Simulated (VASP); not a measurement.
Write the native input for VASP 6.6.1 that does the following.

- Task: single point
- Functional: PBEsol
- Potentials or basis: VASP PAW PBE potentials, release 64 (Co, W_sv)
- Cutoff: 520 eV
- k mesh: 12 × 12 × 12
- Occupations: gaussian, width 0.15 eV
- Spin: no spin polarisation
- Dipole correction: no
- Further INCAR settings: ALGO = Fast; EDIFF = 1e-06; NBANDS = 34

The structure of CoW3 lies in POSCAR:

```
CoW3
1.0
    3.8582449849      0.0000000000      0.0000000000
    0.0000000000      3.8582449849      0.0000000000
    0.0000000000      0.0000000000      3.8582449849
Co W
1 3
Direct
    0.0000000000      0.0000000000      0.0000000000
    0.0000000000      0.5000000000      0.5466533361
    0.5000000000      0.0000000000      0.5000000000
    0.5000000000      0.5000000000      0.0000000000
```

This cell differs from its parent crystal: atom 2 (W) moved +0.180 Å along Cartesian [0 0 1].

One way to write it, as run:

INCAR

```
SYSTEM = CoW3
PREC = Accurate
ENCUT = 520
EDIFF = 1E-6
ISMEAR = 0
SIGMA = 0.15
LREAL = .False.
LASPH = .True.
NELM = 100
ALGO = Fast
ISIF = 2
LWAVE = .False.
LCHARG = .False.
GGA = PS
NBANDS = 34
```

KPOINTS

```
regular mesh
0
Gamma
  12 12 12
  0 0 0
```

Potentials or basis: VASP PAW PBE potentials, release 64 (Co, W_sv).

The run is started by

```bash
$ cat potpaw_PBE.64/Co/POTCAR potpaw_PBE.64/W_sv/POTCAR > POTCAR
$ mpirun -np 1 vasp_std > vasp.out
```

Results of the run:

The pressure is 2.8 GPa and the largest force is 2.427 eV/Å. The band gap on the k mesh is zero (an odd number of electrons rules out a gap without spin polarisation).

Caveat: the cell differs from its parent crystal (atom 2 (W) moved +0.180 Å along Cartesian [0 0 1]); the PAW data sets were made with another functional, which shifts forces and pressure a little; spin-orbit coupling is left out, which moves the levels of the heavy elements; the run has no spin polarisation, though such a crystal can be magnetic.

Wall time 6.2 min on 1 thread of Intel(R) Xeon(R) 6975P-C (Granite Rapids), with other jobs on the host, peak memory 0.6 GiB.
